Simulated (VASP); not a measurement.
# H3CCl in VASP: a series of runs, part 3 of 3

VASP 6.6.1. The steps go on from the part before.

**5. Single point, PBE**

The input, INCAR:

```
SYSTEM = H3CCl
  ALGO = Normal
  EDIFF = 1E-6
  ENCUT = 520
  GGA = PE
  ISIF = 2
  ISMEAR = -1
  LASPH = .TRUE.
  LCHARG = .TRUE.
  LELF = .TRUE.
  LREAL = Auto
  LVHAR = .TRUE.
  LWAVE = .FALSE.
  NBANDS = 82
  NELM = 80
  PREC = Accurate
  SIGMA = 0.05
```

The input, KPOINTS:

```
k-points
0
G
  1 1 1
  0 0 0
```

The input, POSCAR:

```
H3CCl
1.0
    8.7171280000      0.0000000000      0.0000000000
    0.0000000000      8.7171280000      0.0000000000
    0.0000000000      0.0000000000      8.7171280000
C Cl H
8 8 24
Direct
    0.2636877651      0.7306534905      0.0310882208
    0.7659518135      0.6127017981      0.2602233213
    0.6064497390      1.0107916277      0.5160644653
    0.9941577088      0.0407129504      0.9078448773
    0.5088602576      0.2462623011      0.8162550785
    0.2954872293      0.4090108577      0.4590502744
    0.2115834481      0.9139707482      0.3856315979
    0.7714696859      0.7216711743      0.8056896721
    0.1984598597      0.6307696755     -0.1373846983
    0.7792245336      0.5427934522      0.4499302981
    0.7856830828      1.0801378619      0.4417854137
    0.8659847601      0.0437988292      1.0693544938
    0.5098697644      0.2977242046      1.0068224305
    0.1490972715      0.2837402411      0.5285226969
    0.0773305153      0.7690721072      0.4910218136
    0.5630638898      0.7642998933      0.7828725241
    0.1611195798      0.8021449266      0.0496952666
    0.2804019856      0.6462334842      0.1145560786
    0.3722900478      0.7979462961      0.0281055871
    0.8497982363      0.7133083282      0.2726471379
    0.7840196909      0.5290848087      0.1581254744
    0.6499732481      0.6463711443      0.2315785658
    0.6260892349      0.8858307461      0.5137816033
    0.5813497289      1.0518257848      0.6217070576
    0.5283965086      1.0477877576      0.4246237981
    1.0428205253      0.1650773053      0.8996541063
    1.0786350734     -0.0523452220      0.9327039823
    0.9368223112      0.0227712614      0.8108175078
    0.4678146289      0.3505741799      0.7415515752
    0.6170495604      0.2077060243      0.7730183611
    0.4225933128      0.1579189843      0.7918318969
    0.2897513952      0.4834963993      0.5578328092
    0.4176949105      0.3632389016      0.4768657751
    0.2642728201      0.4855727712      0.3671277971
    0.3205298809      0.8639428032      0.4224327095
    0.1944562475      0.8816206439      0.2705363510
    0.1819062425      1.0277582250      0.4126932632
    0.8190197505      0.7859813461      0.6948045274
    0.8074333657      0.7918777836      0.9131103730
    0.7818974323      0.5927410955      0.8149128933
```

Potentials or basis: VASP PAW PBE potentials, release 64 (C, Cl, H).

Launch:

```sh
$ cat potpaw_PBE.64/C/POTCAR potpaw_PBE.64/Cl/POTCAR potpaw_PBE.64/H/POTCAR > POTCAR
$ mpirun -np 1 vasp_gam > vasp.out
```

OUTCAR:

```text
SYSTEM = H3CCl
   EDIFF = 1E-6
   ENCUT = 520
   GGA = PE
   ISIF = 2
   ISMEAR = -1
   LASPH = .TRUE.
   LREAL = Auto
   NELM = 80
   PREC = Accurate

 ion  position               nearest neighbor table
   1  0.264  0.731  0.031-  18 1.05  17 1.10  19 1.11   9 1.80
   2  0.766  0.613  0.260-  22 1.08  20 1.15  21 1.16  10 1.77
   3  0.606  0.011  0.516-  24 1.01  25 1.10  23 1.10  11 1.80
   4  0.994  0.041  0.908-  28 0.99  27 1.12  26 1.17  12 1.80
   5  0.509  0.246  0.816-  30 1.07  31 1.10  29 1.17  13 1.72
   6  0.295  0.409  0.459-  34 1.08  32 1.08  33 1.15  14 1.79
   7  0.212  0.914  0.386-  37 1.05  36 1.05  35 1.09  15 1.95
   8  0.771  0.722  0.806-  40 1.13  39 1.16  38 1.19  16 1.86
   9  0.198  0.631  0.863-   1 1.80
  10  0.779  0.543  0.450-   2 1.77
  11  0.786  0.080  0.442-   3 1.80
  12  0.866  0.044  0.069-   4 1.80
  13  0.510  0.298  0.007-   5 1.72
  14  0.149  0.284  0.529-   6 1.79
[... 24 lines left out ...]
  39  0.807  0.792  0.913-   8 1.16
  40  0.782  0.593  0.815-   8 1.13

  LATTYP: Found a simple cubic cell.
 ALAT       =     8.7171280000

  Lattice vectors:

 A1 = (   8.7171280000,   0.0000000000,   0.0000000000)
 A2 = (   0.0000000000,   8.7171280000,   0.0000000000)
 A3 = (   0.0000000000,   0.0000000000,   8.7171280000)

Analysis of symmetry for initial positions (statically):
=====================================================================
 Subroutine PRICEL returns:
 Original cell was already a primitive cell.

 Routine SETGRP: Setting up the symmetry group for a
 simple cubic supercell.

 Subroutine GETGRP returns: Found  1 space group operations
 (whereof  1 operations were pure point group operations)
 out of a pool of 48 trial point group operations.

The static configuration has the point symmetry C_1 .

Analysis of symmetry for dynamics (positions and initial velocities):
[... 185 lines left out ...]
  Fermi-wavevector in a.u.,A,eV,Ry     =   0.905262  1.710696 11.149954  0.819499
  Thomas-Fermi vector in A             =   2.028808
   LORBIT       =      0    0 simple, 1 ext, 2 COOP (PROOUT), +10 PAW based schemes
   GGA     = PE    functional components
   LHFCALC =     F    Hartree Fock is set to
   AEXX    =    0.0000 exact exchange contribution
   IVDW    =     0    specifies the selected vdW correction
   LEPSILON=     F    determine dielectric tensor
   LRPA    =     F    only Hartree local field effects (RPA)
 non-spin polarized calculation
  energy-cutoff  :      520.00
  volume of cell :      662.40
 maximum number of plane-waves:      8923
 NGX is ok and might be reduce to    70
   NGX = 33   NGY = 33   NGZ = 33

 number of electron     112.0000001 magnetization

 Free energy of the ion-electron system (eV)
  ---------------------------------------------------
  ext. energy  EPLUGINS =         0.00000000
  ---------------------------------------------------
  free energy    TOTEN  =      -176.78838653 eV

  energy without entropy =     -176.78838653  energy(sigma->0) =     -176.78838653

 E-fermi :  -1.6775     XC(G=0):  -6.2494

 val. band max:       -2.9522939151   @ k =   0.0000   0.0000   0.0000
 cond. band min:       1.8458799068   @ k =   0.0000   0.0000   0.0000
 fundamental gap:      4.7981738220
 Fermi energy:        -1.6775150023

 k-point     1 :       0.0000    0.0000    0.0000
  band No.  band energies     occupation
      1     -18.0871      2.00000
      2     -17.8446      2.00000
      3     -17.7989      2.00000
      4     -17.6886      2.00000
      5     -17.6480      2.00000
      6     -17.5655      2.00000
[... 60 lines left out ...]
     67       4.0811      0.00000
     68       4.1817      0.00000
 [bands above 68 left out]

------------------------ aborting loop because EDIFF is reached ----------------------------------------

  FORCE on cell =-STRESS in cart. coord.  units (eV):
  Direction    XX          YY          ZZ          XY          YZ          ZX
  --------------------------------------------------------------------------------------
  -------------------------------------------------------------------------------------
  Total       -0.3812408     -3.7705585      6.5939629     -1.0545417      3.4486377     -0.8197634
  in kB       -0.9221248     -9.1200243     15.9491232     -2.5506688      8.3413797     -1.9827997
  external PRESSURE =       1.9689914 kB  Pullay stress =       0.0000000 kB

 VOLUME and BASIS-vectors are now :
 -----------------------------------------------------------------------------
  energy-cutoff  :      520.00
  volume of cell :      662.40
      direct lattice vectors                 reciprocal lattice vectors
     8.717128000  0.000000000  0.000000000     0.114716682  0.000000000  0.000000000
     0.000000000  8.717128000  0.000000000     0.000000000  0.114716682  0.000000000
     0.000000000  0.000000000  8.717128000     0.000000000  0.000000000  0.114716682

 POSITION                                       TOTAL-FORCE (eV/Angst)
 -----------------------------------------------------------------------------------
      2.29860      6.36920      0.27100        -0.632188      1.135256     -0.998274
      6.67690      5.34100      2.26840         1.116930      0.489337     -1.232969
      5.28650      0.09407      4.49860         1.285927     -1.596436     -4.174933
      8.66620      0.35490      7.91380         2.827582      2.286356      3.700349
      4.43580      2.14670      7.11540        -1.884682      1.579363     -2.321369
      2.57580      3.56540      4.00160         1.333493      0.089641      2.566116
[... 32 lines left out ...]
      7.03850      6.90290      7.95970        -0.393187     -1.314718     -1.325659
      6.81590      5.16700      7.10370         0.193683      1.311832     -0.247853
 -----------------------------------------------------------------------------------
    total drift:                                0.002870      0.007878     -0.012828

  FREE ENERGIE OF THE ION-ELECTRON SYSTEM (eV)
  ---------------------------------------------------
  free  energy   TOTEN  =      -176.7883865307 eV

  energy  without entropy=     -176.7883865307  energy(sigma->0) =     -176.78838653
```

OSZICAR:

```text
N       E                     dE             d eps       ncg     rms          rms(c)
DAV:   1     0.902345151575E+03    0.90235E+03   -0.52228E+04   164   0.120E+03
DAV:   2    -0.622966926988E+02   -0.96464E+03   -0.92223E+03   214   0.245E+02
DAV:   3    -0.188495511538E+03   -0.12620E+03   -0.12511E+03   208   0.962E+01
DAV:   4    -0.192299153099E+03   -0.38036E+01   -0.37729E+01   208   0.197E+01
DAV:   5    -0.192414785671E+03   -0.11563E+00   -0.11548E+00   200   0.349E+00    0.330E+01
DAV:   6    -0.178794374837E+03    0.13620E+02   -0.19984E+01   200   0.157E+01    0.146E+01
DAV:   7    -0.177186575734E+03    0.16078E+01   -0.90963E+00   200   0.873E+00    0.797E+00
DAV:   8    -0.176792762556E+03    0.39381E+00   -0.61867E-01   208   0.252E+00    0.357E+00
DAV:   9    -0.176781700737E+03    0.11062E-01   -0.10853E-01   200   0.114E+00    0.697E-01
DAV:  10    -0.176786826897E+03   -0.51262E-02   -0.16841E-02   176   0.466E-01    0.294E-01
DAV:  11    -0.176788614117E+03   -0.17872E-02   -0.27052E-03   192   0.206E-01    0.163E-01
DAV:  12    -0.176788562722E+03    0.51396E-04   -0.12756E-03   168   0.145E-01    0.564E-02
DAV:  13    -0.176788438470E+03    0.12425E-03   -0.34240E-04   216   0.775E-02    0.393E-02
DAV:  14    -0.176788416896E+03    0.21574E-04   -0.67473E-05   192   0.278E-02    0.396E-02
DAV:  15    -0.176788397522E+03    0.19374E-04   -0.97769E-06   192   0.142E-02    0.158E-02
DAV:  16    -0.176788386413E+03    0.11109E-04   -0.14684E-05   184   0.203E-02    0.110E-02
DAV:  17    -0.176788386538E+03   -0.12434E-06   -0.11273E-05   208   0.126E-02    0.542E-03
DAV:  18    -0.176788386531E+03    0.69331E-08   -0.16809E-06   152   0.420E-03
   1 F= -.17678839E+03 E0= -.17678839E+03  d E =-.256681E-10
```

It took 2 min on 1 thread of Intel Xeon Platinum 8488C (Sapphire Rapids), shared host; peak memory 0.67 GiB.

Results:

- Free energy: -176.7884 eV
- Pressure: 0.2 GPa
- Largest force: 5.188 eV/Å
- Band gap on the k mesh: 4.80 eV

Forces in eV/Å, atoms in the order of the input:
```
C   -0.632  1.135 -0.998
C    1.117  0.489 -1.233
C    1.286 -1.596 -4.175
C    2.828  2.286  3.700
C   -1.885  1.579 -2.321
C    1.333  0.090  2.566
C   -0.319 -3.320  1.394
C   -0.124  1.978 -0.585
Cl   0.650  0.082 -0.171
Cl  -0.470 -0.925  0.028
Cl   0.372  0.508  0.392
Cl  -0.039 -0.055 -0.161
Cl   0.113  0.176  1.018
Cl  -0.147 -0.486 -0.700
Cl   0.817  1.368 -0.821
Cl   0.630 -0.594  0.497
H    0.594 -0.021  0.706
H   -0.106 -1.243  1.443
H   -0.567 -0.241 -0.848
H   -1.012 -0.984 -1.109
H    0.711  0.617  1.733
H   -0.529  0.679  0.510
H   -0.616  0.294  0.187
H   -0.558  1.113  2.769
H   -0.422 -0.222  0.421
H   -0.165 -1.921  0.215
H   -0.262  0.942 -0.479
H   -2.290 -0.947 -3.535
H    0.786 -1.333  1.164
H    0.942 -0.077  0.121
H    0.012 -0.129  0.338
H    0.343  1.002  0.308
H   -1.447  0.041 -1.196
H   -0.059 -0.485 -0.967
H    0.196  0.733  0.177
H   -0.352  0.019 -1.362
H   -0.242  1.209  0.597
H   -0.287 -1.756  1.950
H   -0.393 -1.315 -1.326
H    0.194  1.312 -0.248
```

Stress tensor (GPa, compression positive):
```
-0.09 -0.26 -0.20
-0.26 -0.91  0.83
-0.20  0.83  1.59
```

Caveat: the k points lie up to 0.72 Å⁻¹ apart.
